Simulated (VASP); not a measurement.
# BeS in VASP: further runs, part 2 of 2

VASP 6.6.1.

## 3. Single point, PBE

This run uses another cell than the first one, of 14.43 Å³/atom, 1.031 times its volume.

File INCAR:

```
PREC     = Accurate       # precision mode
ENCUT    = 520            # plane-wave cutoff, eV
EDIFF    = 1E-6           # SCF threshold, eV
ISMEAR   = 0              # smearing method
SIGMA    = 0.01           # smearing width, eV
LREAL    = F              # projectors in reciprocal space
LASPH    = T              # aspherical terms in the spheres
NELM     = 80             # most SCF steps
ALGO     = Normal         # electronic algorithm
ISIF     = 2              # what is computed and relaxed
LWAVE    = F              # write WAVECAR
LCHARG   = F              # write CHGCAR
GGA      = PE             # functional
NBANDS   = 11             # bands
```

File KPOINTS:

```
regular mesh
0
Gamma
  6 6 6
```

File POSCAR:

```
BeS
1.0
    0.0000000000      2.4343062282      2.4343062282
    2.4343062282      0.0000000000      2.4343062282
    2.4343062282      2.4343062282      0.0000000000
Be S
1 1
Direct
    0.0000000000      0.0000000000      0.0000000000
    0.2500000000      0.2500000000      0.2500000000
```

Potentials or basis: VASP PAW PBE potentials, release 64 (Be, S).

Run with:

```console
> cat potpaw_PBE.64/Be/POTCAR potpaw_PBE.64/S/POTCAR > POTCAR
> mpirun -np 1 vasp_std > vasp.out
```

OUTCAR:

```text
PREC = Accurate
   ENCUT = 520
   EDIFF = 1E-6
   ISMEAR = 0
   LREAL = F
   LASPH = T
   NELM = 80
   ISIF = 2
   GGA = PE

 ion  position               nearest neighbor table
   1  0.000  0.000  0.000-   2 2.11   2 2.11   2 2.11   2 2.11
   2  0.250  0.250  0.250-   1 2.11   1 2.11   1 2.11   1 2.11

  LATTYP: Found a face centered cubic cell.
 ALAT       =     4.8686124564

  Lattice vectors:

 A1 = (   0.0000000000,   2.4343062282,   2.4343062282)
 A2 = (   2.4343062282,   0.0000000000,   2.4343062282)
 A3 = (   2.4343062282,   2.4343062282,   0.0000000000)

Analysis of symmetry for initial positions (statically):
=====================================================================
 Subroutine PRICEL returns:
 Original cell was already a primitive cell.

 Routine SETGRP: Setting up the symmetry group for a
 face centered cubic supercell.

 Subroutine GETGRP returns: Found 24 space group operations
 (whereof 24 operations were pure point group operations)
 out of a pool of 48 trial point group operations.

The static configuration has the point symmetry T_d .

Analysis of symmetry for dynamics (positions and initial velocities):
[... 162 lines left out ...]
      3       4.0585      2.00000
      4       4.0585      2.00000
      5       9.7316      0.00000
      6       9.7316      0.00000
      7       9.7316      0.00000
      8       9.8470      0.00000
      9      16.8488      0.00000
     10      16.8488      0.00000
     11      18.8406      0.00000
[... 197 lines left out ...]
 k-point    16 :      -0.3333    0.5000    0.1667
  band No.  band energies     occupation
      1      -7.4070      2.00000
      2      -0.4882      2.00000
      3       0.6892      2.00000
      4       0.9177      2.00000
      5       9.2086      0.00000
      6      10.7242      0.00000
      7      14.0282      0.00000
      8      14.4901      0.00000
      9      18.4251      0.00000
     10      18.4692      0.00000
     11      20.9761      0.00000

------------------------ aborting loop because EDIFF is reached ----------------------------------------

  FORCE on cell =-STRESS in cart. coord.  units (eV):
  Direction    XX          YY          ZZ          XY          YZ          ZX
  --------------------------------------------------------------------------------------
  -------------------------------------------------------------------------------------
  Total        0.0875228      0.0875228      0.0875228      0.0000000     -0.0000000      0.0000000
  in kB        4.8604446      4.8604446      4.8604446      0.0000000     -0.0000000      0.0000000
  external PRESSURE =       4.8604446 kB  Pullay stress =       0.0000000 kB

 VOLUME and BASIS-vectors are now :
 -----------------------------------------------------------------------------
  energy-cutoff  :      520.00
  volume of cell :       28.85
      direct lattice vectors                 reciprocal lattice vectors
     0.000000000  2.434306228  2.434306228    -0.205397330  0.205397330  0.205397330
     2.434306228  0.000000000  2.434306228     0.205397330 -0.205397330  0.205397330
     2.434306228  2.434306228  0.000000000     0.205397330  0.205397330 -0.205397330

 POSITION                                       TOTAL-FORCE (eV/Angst)
 -----------------------------------------------------------------------------------
      0.00000      0.00000      0.00000         0.000000     -0.000000     -0.000000
      1.21715      1.21715      1.21715        -0.000000      0.000000      0.000000
 -----------------------------------------------------------------------------------
    total drift:                                0.000000      0.000000      0.000000

  FREE ENERGIE OF THE ION-ELECTRON SYSTEM (eV)
  ---------------------------------------------------
  free  energy   TOTEN  =       -10.0105092475 eV

  energy  without entropy=      -10.0105092475  energy(sigma->0) =      -10.01050925
```

stdout:

```text
POSCAR found type information on POSCAR BeS
 POSCAR found :  2 types and       2 ions
 scaLAPACK will be used
 LDA part: xc-table for (Slater+PW92), standard interpolation
 POSCAR, INCAR and KPOINTS ok, starting setup
 FFT: planning ... GRIDC
 FFT: planning ... GRID_SOFT
 FFT: planning ... GRID
 WAVECAR not read
 entering main loop
```

Wall time 8.6 s (1 thread of Intel Xeon 8259CL, shared host); peak memory 0.15 GiB.

Results:

```
Free energy            : -10.0105 eV
Pressure               : 0.5 GPa
Band gap on the k mesh : 3.14 eV, indirect (least direct gap 5.67 eV)
```

Levels at points of the mesh, in eV from the valence-band top:
```tsv
k point	band 1	band 2	band 3	band 4	band 5	band 6	band 7	band 8	band 9
(0.00, 0.00, 0.00)	-13.62	0.00	0.00	0.00	5.67	5.67	5.67	5.79	12.79
(0.50, 0.00, 0.00)	-12.04	-5.71	-1.02	-1.02	5.44	6.56	6.56	11.15	14.89
(0.50, 0.50, 0.00)	-11.50	-4.96	-2.60	-2.60	3.14	4.93	12.69	12.69	15.41
```

## 4. Single point, PBE (strain +5.0%)

File INCAR:

```
SYSTEM = BeS
  PREC = Accurate
  ENCUT = 520
  EDIFF = 1E-7
  ISMEAR = 0
  SIGMA = 0.01
  LREAL = .False.
  LASPH = .True.
  NELM = 100
  ALGO = Normal
  ISIF = 2
  LWAVE = .False.
  LCHARG = .False.
  GGA = PE
  NBANDS = 11
```

File KPOINTS:

```
regular mesh
0
Gamma
  6 6 6
  0 0 0
```

File POSCAR:

```
BeS
1.0
    0.0000000000      2.5560215396      2.5560215396
    2.5560215396      0.0000000000      2.5560215396
    2.5560215396      2.5560215396      0.0000000000
Be S
1 1
Direct
    0.0000000000      0.0000000000      0.0000000000
    0.2500000000      0.2500000000      0.2500000000
```

Run with:

```console
> cat potpaw_PBE.64/Be/POTCAR potpaw_PBE.64/S/POTCAR > POTCAR
> mpirun -np 1 vasp_std > vasp.out
```

Wall time 10 s (1 thread of Intel Xeon 8259CL, shared host); peak memory 0.15 GiB.

Results (log left out):

```
Free energy            : -9.8576 eV
Pressure               : -10.0 GPa
Band gap on the k mesh : 3.41 eV, indirect (least direct gap 4.63 eV)
```

Levels at points of the mesh, in eV from the valence-band top:
```csv
k point,band 1,band 2,band 3,band 4,band 5,band 6,band 7,band 8
"(0.00, 0.00, 0.00)",-12.73,0.00,0.00,0.00,4.63,5.68,5.68,5.68
"(0.50, 0.00, 0.00)",-11.52,-4.85,-0.84,-0.84,4.89,6.54,6.54,10.38
"(0.50, 0.50, 0.00)",-11.11,-4.28,-2.14,-2.14,3.41,4.98,11.51,11.51
```

Caveat: the cell differs from its parent crystal (strain +5.0%). A k mesh can miss the band edges.

## 5. Single point, PBE (uniaxial z strain -1.0%)

File INCAR:

```
ALGO = Normal
EDIFF = 1E-6
ENCUT = 520
GGA = PE
ISIF = 2
ISMEAR = 0
LASPH = True
LCHARG = False
LREAL = False
LWAVE = False
NBANDS = 11
NELM = 100
PREC = Accurate
SIGMA = 0.01
```

File KPOINTS:

```
k-points
0
Gamma
  6 6 6
```

File POSCAR:

```
BeS
1.0
    0.0000000000      2.4343062282      2.4099631659
    2.4343062282      0.0000000000      2.4099631659
    2.4343062282      2.4343062282      0.0000000000
Be S
1 1
Direct
    0.0000000000      0.0000000000      0.0000000000
    0.2500000000      0.2500000000      0.2500000000
```

Run with:

```console
> cat potpaw_PBE.64/Be/POTCAR potpaw_PBE.64/S/POTCAR > POTCAR
> mpirun -np 1 vasp_std > vasp.out
```

Wall time 15 s (1 thread of Intel Xeon 8259CL, shared host); peak memory 0.15 GiB.

Results (log left out):

```yaml
Free_energy: -10.0081 eV
Pressure: 1.5 GPa
Band_gap_on_the_k_mesh: 3.03 eV, indirect (least direct gap 5.63 eV)
```

Stress tensor (GPa, compression positive):
```
1.13 0.00 0.00
0.00 1.13 0.00
0.00 0.00 2.10
```

Levels at points of the mesh, in eV from the valence-band top:
| k point | band 1 | band 2 | band 3 | band 4 | band 5 | band 6 | band 7 | band 8 | band 9 |
| --- | --- | --- | --- | --- | --- | --- | --- | --- | --- |
| (0.00, 0.00, 0.00) | -13.72 | -0.05 | -0.05 | 0.00 | 5.63 | 5.64 | 5.64 | 5.84 | 12.67 |
| (0.50, 0.00, 0.00) | -12.11 | -5.81 | -1.11 | -1.02 | 5.43 | 6.48 | 6.58 | 11.17 | 14.83 |
| (0.50, 0.50, 0.00) | -11.54 | -5.00 | -2.72 | -2.72 | 3.03 | 4.82 | 12.74 | 12.74 | 15.59 |
| (0.50, 0.00, 0.50) | -11.59 | -5.07 | -2.65 | -2.64 | 3.10 | 4.92 | 12.71 | 12.75 | 15.46 |

Caveat: the cell differs from its parent crystal (uniaxial z strain -1.0%).

## 6. Single point, PBE (uniaxial x strain -2.5%)

File INCAR:

```
SYSTEM = BeS
PREC     = Accurate       ! precision mode
ENCUT    = 520            ! plane-wave cutoff, eV
EDIFF    = 1E-6           ! SCF threshold, eV
ISMEAR   = 0              ! smearing method
SIGMA    = 0.01           ! smearing width, eV
LREAL    = .FALSE.        ! projectors in reciprocal space
LASPH    = .TRUE.         ! aspherical terms in the spheres
NELM     = 80             ! most SCF steps
ALGO     = Normal         ! electronic algorithm
ISIF     = 2              ! what is computed and relaxed
LWAVE    = .FALSE.        ! write WAVECAR
LCHARG   = .FALSE.        ! write CHGCAR
GGA      = PE             ! functional
NBANDS   = 11             ! bands
```

File KPOINTS:

```
regular mesh
0
G
  6 6 6
  0 0 0
```

File POSCAR:

```
BeS
1.0
    0.0000000000      2.4343062282      2.4343062282
    2.3734485725      0.0000000000      2.4343062282
    2.3734485725      2.4343062282      0.0000000000
Be S
1 1
Direct
    0.0000000000      0.0000000000      0.0000000000
    0.2500000000      0.2500000000      0.2500000000
```

Potentials or basis: VASP PAW PBE potentials, release 64 (Be, S).

Run with:

```console
> cat potpaw_PBE.64/Be/POTCAR potpaw_PBE.64/S/POTCAR > POTCAR
> mpirun -np 1 vasp_std > vasp.out
```

It took 15 s on 1 thread of Intel Xeon 8259CL, shared host; peak memory 0.15 GiB.

The run converged. Its results:

```yaml
Free_energy: -9.9990 eV
Pressure: 3.0 GPa
Band_gap_on_the_k_mesh: 2.86 eV, indirect (least direct gap 5.56 eV)
```

Stress tensor (GPa, compression positive):
```
4.57 0.00 0.00
0.00 2.20 0.00
0.00 0.00 2.20
```

Levels at points of the mesh, in eV from the valence-band top:
```csv
k point,band 1,band 2,band 3,band 4,band 5,band 6,band 7,band 8,band 9
"(0.00, 0.00, 0.00)",-13.87,-0.13,-0.13,0.00,5.56,5.59,5.59,5.91,12.47
"(0.50, 0.00, 0.00)",-12.22,-5.96,-1.25,-1.03,5.40,6.36,6.63,11.19,14.71
"(0.50, 0.50, 0.00)",-11.71,-5.24,-2.73,-2.68,3.06,4.90,12.71,12.84,15.53
"(0.00, 0.50, 0.50)",-11.59,-5.06,-2.91,-2.91,2.86,4.66,12.81,12.81,15.87
```

Caveat: the cell differs from its parent crystal (uniaxial x strain -2.5%). A k mesh can miss the band edges.

## 7. Summary

```csv
cell,gap on the mesh (eV),pressure (GPa)
"a = 3.408 Å, angles 60.0°, 2 atoms",3.07,3.5
"a = 3.443 Å, angles 60.0°, 2 atoms",3.14,0.5
"a = 3.615 Å, angles 60.0°, 2 atoms",3.41,-10.0
"a = 3.425, b = 3.425, c = 3.443 Å, angles 59.8, 59.8, 60.3°, 2 atoms",3.03,1.5
"a = 3.443, b = 3.400, c = 3.400 Å, angles 60.8, 59.6, 59.6°, 2 atoms",2.86,3.0
```

Alike in all rows: task single point; level PBE; potentials or basis VASP PAW PBE potentials, release 64 (Be, S); no spin polarisation; k mesh 6 × 6 × 6; cutoff (eV) 520; smearing gaussian 0.01 eV.

Total energies depend on the potentials used, so only differences within one code and one set of settings carry meaning.
